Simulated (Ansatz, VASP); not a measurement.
**Two plane-wave programs on Ir5Rh**

File INCAR:

```
  ALGO = Normal
  EDIFF = 1E-6
  ENCUT = 520
  GGA = PE
  ISIF = 2
  ISMEAR = 0
  LASPH = True
  LCHARG = False
  LREAL = False
  LWAVE = False
  NBANDS = 39
  NELM = 80
  PREC = Accurate
  SIGMA = 0.1
```

The input KPOINTS:

```
k-points
0
Gamma
  6 6 2
```

POSCAR

```
Ir5Rh
1.0
    2.7121876500      0.0000000000      0.0000000000
    0.0000000000      2.7121876500      0.0000000000
    0.0000000000      0.0000000000     11.5068377000
Ir Rh
5 1
Direct
    0.0000000000      0.0000000000      0.6666666700
    0.0000000000      0.0000000000      0.3333333300
    0.5000000000      0.5000000000      0.1666666700
    0.0000000000      0.0000000000      0.0000000000
    0.5000000000      0.5000000000      0.8333333300
    0.5000000000      0.5000000000      0.5000000000
```

Input for Ansatz:

```yaml
crystal:
  lattice:
    - [2.71218765, 0.0, 0.0]
    - [0.0, 2.71218765, 0.0]
    - [0.0, 0.0, 11.5068377]
  atoms:
    - { symbol: Ir, position: [0.0, 0.0, 0.66666667] }
    - { symbol: Ir, position: [0.0, 0.0, 0.33333333] }
    - { symbol: Ir, position: [0.5, 0.5, 0.16666667] }
    - { symbol: Ir, position: [0.0, 0.0, 0.0] }
    - { symbol: Ir, position: [0.5, 0.5, 0.83333333] }
    - { symbol: Rh, position: [0.5, 0.5, 0.5] }
basis:
  ecutwfc: 420
kpoints:
  mp_grid: { grid: [6, 6, 2] }
hamiltonian:
  xc: pbe
scf:
  occupations: { method: gaussian, width: 0.1 }
  lower_state_search: "off"
output:
  forces: true
  stress: true
  eigenvalues: true
```

Alike in both runs: task single point; functional PBE; k mesh 6 × 6 × 2; occupations gaussian, width 0.1 eV; no spin polarisation.

|  | VASP | Ansatz |
| --- | --- | --- |
| version | VASP 6.6.1 | Ansatz 0.2.0 |
| potentials or method | VASP PAW PBE potentials, release 64 (Ir, Rh_pv), cutoff 520 eV | scalar-relativistic, plane waves, PAW |
| valence electrons in the cell | 60 | 102 |

|  | VASP | Ansatz | Ansatz less VASP |
| --- | --- | --- | --- |
| gap on the k mesh at the Fermi level (eV) | none | none | - |
| pressure (GPa) | 7.9 | 7.4 | -0.47 |
| traceless stress, the component that is largest in VASP (GPa) | -3.57 | -3.55 | +0.025 |
| rms of the force components (eV/Å) | 0.119 | 0.128 | +0.0095 |

Atom by atom the forces differ by 0.013 eV/Å (rms over components). A gap of «none» marks a metal or a gap that the smearing closes. VASP's potentials hold 60 valence electrons a cell and Ansatz's 102, so a difference there can come from the potentials and not from the codes.

The k mesh is coarse, so the values compare programs but aren't converged. Spin-orbit coupling is off throughout.
